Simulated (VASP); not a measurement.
**BaH2: relaxation of shape and atoms at fixed volume with PBEsol**

Crystal: BaH2.

```
Ba H
1.0
     4.27402    0.00000    0.00000
    -2.13701    3.70141    0.00000
     0.00000    0.00000    5.55101
Ba H
2 4
Cartesian
  2.1370 1.2338 4.1633
  0.0000 2.4676 1.3878
  0.0000 2.4676 4.1633
  2.1370 1.2338 1.3878
  0.0000 0.0000 2.7755
  0.0000 0.0000 0.0000
```

```json
{"Program": "VASP 6.6.1", "Task": "relaxation of shape and atoms at fixed volume", "Functional": "PBEsol", "Potentials or basis": "VASP PAW PBE potentials, release 64 (Ba_sv, H)", "Cutoff": "600 eV", "k mesh": "6 × 6 × 6", "Occupations": "gaussian, width 0.02 eV", "Spin": "no spin polarisation", "Dipole correction": "no", "Further INCAR settings": "ALGO = Normal; EDIFF = 1e-06; IBRION = 2; EDIFFG = -0.01; NSW = 50; ISIF = 4"}
```

The energy gained by relaxing is 0.1 meV/atom and the ionic steps are 3. The pressure after relaxing is 5.1 GPa and the band gap on the k mesh is 1.67 eV (least direct gap 2.32 eV).

Stress tensor (GPa, compression positive):
```
5.16 0.00 0.00
0.00 5.16 0.00
0.00 0.00 5.06
```

The path:
| step | energy change (eV) | largest force (eV/Å) | pressure (GPa) | volume (Å³) |
| --- | --- | --- | --- | --- |
| 1 | 0.0000 | 0.0000 | 5.21 | 87.82 |
| 2 | -0.0005 | 0.0000 | 5.17 | 87.82 |
| 3 | -0.0007 | 0.0000 | 5.13 | 87.82 |

Final structure:
```yaml
crystal:
  lattice:
    - [4.28188, 0.00000, 0.00000]
    - [-2.14094, 3.70822, 0.00000]
    - [0.00000, 0.00000, 5.53065]
  atoms:
    - { symbol: Ba, position: [0.66667, 0.33333, 0.75000] }
    - { symbol: Ba, position: [0.33333, 0.66667, 0.25000] }
    - { symbol: H, position: [0.33333, 0.66667, 0.75000] }
    - { symbol: H, position: [0.66667, 0.33333, 0.25000] }
    - { symbol: H, position: [0.00000, 0.00000, 0.50000] }
    - { symbol: H, position: [0.00000, 0.00000, 0.00000] }
```

Levels at points of the mesh, in eV from the valence-band top:
| k point | band 10 | band 11 | band 12 | band 13 | band 14 | band 15 |
| --- | --- | --- | --- | --- | --- | --- |
| (0.00, 0.00, 0.00) | -3.45 | -0.04 | -0.04 | 2.67 | 2.67 | 3.80 |
| (0.50, 0.00, 0.00) | -2.27 | -1.62 | -1.43 | 2.42 | 4.24 | 4.80 |
| (0.00, 0.00, 0.50) | -3.24 | -0.41 | -0.41 | 2.41 | 2.41 | 2.41 |
| (0.50, 0.00, 0.50) | -2.56 | -1.00 | -1.00 | 2.64 | 2.64 | 4.18 |

It took 74 s on 1 thread of Intel(R) Xeon(R) Platinum 8375C CPU @ 2.90GHz (Ice Lake), with other jobs on the host, peak memory 0.24 GiB.

Caveat: the PAW data sets were made with another functional, which shifts forces and pressure a little; spin-orbit coupling is left out, which moves the levels of the heavy elements. A k mesh can miss the band edges.
